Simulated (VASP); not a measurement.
Write the native input for VASP 6.6.1 that does the following.

* Task: single point
* Functional: PBE
* Dispersion: D3(BJ)
* Potentials or basis: VASP PAW PBE potentials, release 64 (Al, Cu)
* Cutoff: 520 eV
* k mesh: 5 × 4 × 1
* Occupations: gaussian, width 0.1 eV
* Spin: no spin polarisation
* Dipole correction: yes
* Further INCAR settings: LREAL = Auto; ALGO = Normal; EDIFF = 1e-07; NBANDS = 44

The structure of Al16Cu lies in POSCAR:

```
Al16Cu
1.0
    5.6324246412      0.0000000000      0.0000000000
    0.0000000000      7.9654513166      0.0000000000
    0.0000000000      0.0000000000     21.2293510975
Al Cu
16 1
Direct
    0.2500000000      0.2500000000      0.1884183827
    0.2500000000      0.7500000000      0.1884183827
    0.7500000000      0.2500000000      0.1884183827
    0.7500000000      0.7500000000      0.1884183827
    0.0000000000      0.0000000000      0.2547466541
    0.0000000000      0.5000000000      0.2547466541
    0.5000000000      0.0000000000      0.2547466541
    0.5000000000      0.5000000000      0.2547466541
    0.2500000000      0.2500000000      0.3240951258
    0.2500000000      0.7500000000      0.3240951258
    0.7500000000      0.2500000000      0.3240951258
    0.7500000000      0.7500000000      0.3240951258
    0.0000000000      0.0000000000      0.3876402562
    0.0000000000      0.5000000000      0.3876402562
    0.5000000000      0.0000000000      0.3876402562
    0.5000000000      0.5000000000      0.3876402562
    0.0000000000      0.0000000000      0.5289540432
```

The input as run:

INCAR

```
  ALGO = Normal
  DIPOL = 0.5 0.5 0.303
  EDIFF = 1E-7
  ENCUT = 520
  GGA = PE
  IDIPOL = 3
  ISIF = 2
  ISMEAR = 0
  IVDW = 12
  LASPH = T
  LCHARG = F
  LDIPOL = T
  LREAL = Auto
  LWAVE = F
  NBANDS = 44
  NELM = 100
  PREC = Accurate
  SIGMA = 0.1
```

KPOINTS

```
k-points
0
Gamma
  5 4 1
```

Potentials or basis: VASP PAW PBE potentials, release 64 (Al, Cu).

Command:

```sh
$ cat potpaw_PBE.64/Al/POTCAR potpaw_PBE.64/Cu/POTCAR > POTCAR
$ mpirun -np 1 vasp_std > vasp.out
```

Results of the run:

| Quantity | Value |
| --- | --- |
| Largest force | 1.226 eV/Å |
| Band gap on the k mesh | zero (an odd number of electrons rules out a gap without spin polarisation) |
| Dispersion energy per atom | -0.209 eV |

Run time: 10 min on 1 thread of Intel(R) Xeon(R) 6975P-C (Granite Rapids), on a shared host, peak memory 0.88 GiB.
